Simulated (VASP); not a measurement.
Runs of VASP 6.6.1 on TlSi2. The structure is that of space group Fm-3m (No. 225), or close to it. The cells are those of the table. 

| task | cell | k mesh | cutoff (eV) | gap on the mesh (eV) | pressure (GPa) | relaxed volume (Å³/atom) |
| --- | --- | --- | --- | --- | --- | --- |
| single point | a = 4.714 Å, angles 60.0°, 3 atoms | 6 × 6 × 6 | 520 | none | 0.3 | - |
| relaxation of cell and atoms | relaxed from a = 4.714 Å, angles 60.0°, 3 atoms | 12 × 12 × 12 | 600 | none | 0.0 | (a) |
| single point | a = 4.336 Å, angles 60.0°, 3 atoms | 6 × 6 × 6 | 520 | none | 21.8 | - |
| relaxation of cell and atoms | relaxed from a = 4.336 Å, angles 60.0°, 3 atoms | 6 × 6 × 6 | 600 | none | 0.0 | 24.88 |
| single point | a = 4.719 Å, angles 60.0°, 3 atoms | 12 × 12 × 12 | 520 | none | (b) | - |

Alike in all rows: level PBE; potentials or basis VASP PAW PBE potentials, release 64 (Tl_d, Si); no spin polarisation; smearing gaussian 0.1 eV.

Problem. Estimate the missing entries.

Solution. (a) 24.76; (b) -0.1.

Caveats: spin-orbit coupling is left out, which moves the levels of the heavy elements; an odd number of electrons without spin polarisation forces a metal; a magnetic or distorted state may lie lower; the cell stands under pressure (at least some runs); the volume moved by over 15 % at a fixed basis, so the end points are rough (at least some runs).

A k mesh can miss the band edges, and the runs leave out spin-orbit coupling on Tl.

A gap of «none» marks levels without a gap at the run's occupations.
